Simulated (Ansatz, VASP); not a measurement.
# ScAl3N4: VASP beside Ansatz

File INCAR:

```
PREC     = Accurate       # precision mode
ENCUT    = 600            # plane-wave cutoff, eV
EDIFF    = 1E-6           # SCF threshold, eV
ISMEAR   = 0              # smearing method
SIGMA    = 0.1            # smearing width, eV
LREAL    = False          # projectors in reciprocal space
LASPH    = True           # aspherical terms in the spheres
NELM     = 100            # most SCF steps
ALGO     = Normal         # electronic algorithm
ISIF     = 3              # what is computed and relaxed
LWAVE    = False          # write WAVECAR
LCHARG   = False          # write CHGCAR
GGA      = PE             # functional
IBRION   = 2              # ionic algorithm
NSW      = 80             # ionic steps
EDIFFG   = -0.025         # ionic threshold
```

KPOINTS

```
Automatic mesh
0
Gamma
  6 6 2
```

Contents of POSCAR:

```
ScAl3N4
1.0
    3.1895413599     -0.0043979439     -0.0055076434
   -1.5985794111      2.8019382510      0.0325071007
   -0.0179857444      0.1121932703     10.4782802818
Sc Al N
1 3 4
Direct
    0.3692535509      0.7355132652      0.1647963806
    0.5989624664      0.2940156910      0.4389824324
    0.7278064447      0.3479826915      0.9216078074
    0.3586635604      0.6659599576      0.6650963645
    0.7218570057      0.3789833905      0.2368772633
    0.6578936062      0.3014235397      0.7380018355
    0.2770762629      0.5956834125      0.4868649041
   -0.0448462305      0.0137713853      0.9917730121
```

Input for Ansatz:

```yaml
crystal:
  lattice:
    - [3.1895413599, -0.0043979439, -0.0055076434]
    - [-1.5985794111, 2.801938251, 0.0325071007]
    - [-0.0179857444, 0.1121932703, 10.4782802818]
  atoms:
    - { symbol: Sc, position: [0.3692535509, 0.7355132652, 0.1647963806] }
    - { symbol: Al, position: [0.5989624664, 0.294015691, 0.4389824324] }
    - { symbol: Al, position: [0.7278064447, 0.3479826915, 0.9216078074] }
    - { symbol: Al, position: [0.3586635604, 0.6659599576, 0.6650963645] }
    - { symbol: "N", position: [0.7218570057, 0.3789833905, 0.2368772633] }
    - { symbol: "N", position: [0.6578936062, 0.3014235397, 0.7380018355] }
    - { symbol: "N", position: [0.2770762629, 0.5956834125, 0.4868649041] }
    - { symbol: "N", position: [-0.0448462305, 0.0137713853, 0.9917730121] }
basis:
  ecutwfc: 420
kpoints:
  mp_grid: { grid: [6, 6, 2] }
hamiltonian:
  xc: pbe
scf:
  occupations: { method: gaussian, width: 0.1 }
  lower_state_search: "off"
output:
  forces: true
  stress: true
  eigenvalues: true
relax:
  adjacent_minimum: "off"
  f_tol: 0.025
  max_steps: 60
  cell: { stress_tol: 0.25 }
```

Change from the starting cell: cell x1, atoms moved at random (sigma 0.1 Å) and cell strained at random (1.5 %), then relaxed without symmetry.

Alike in both runs: task relaxation of cell and atoms; functional PBE; k mesh 6 × 6 × 2; occupations gaussian, width 0.1 eV; no spin polarisation.

```csv
,VASP,Ansatz
version,VASP 6.6.1,Ansatz 0.2.0
potentials or method,"VASP PAW PBE potentials, release 64 (Sc_sv, Al, N), cutoff 600 eV","scalar-relativistic, plane waves, PAW"
valence electrons in the cell,40,40
```

Ansatz gave:

- gap on the k mesh at the Fermi level, each at its own relaxed structure (eV): 3.03
- relaxed volume (Å³/atom): 11.15
- relaxed cell length with the largest relative difference (Å): 3.160

Problem. Estimate VASP's values.

Solution. gap on the k mesh at the Fermi level, each at its own relaxed structure (eV): 3.01; relaxed volume (Å³/atom): 11.13; relaxed cell length with the largest relative difference (Å): 3.157.
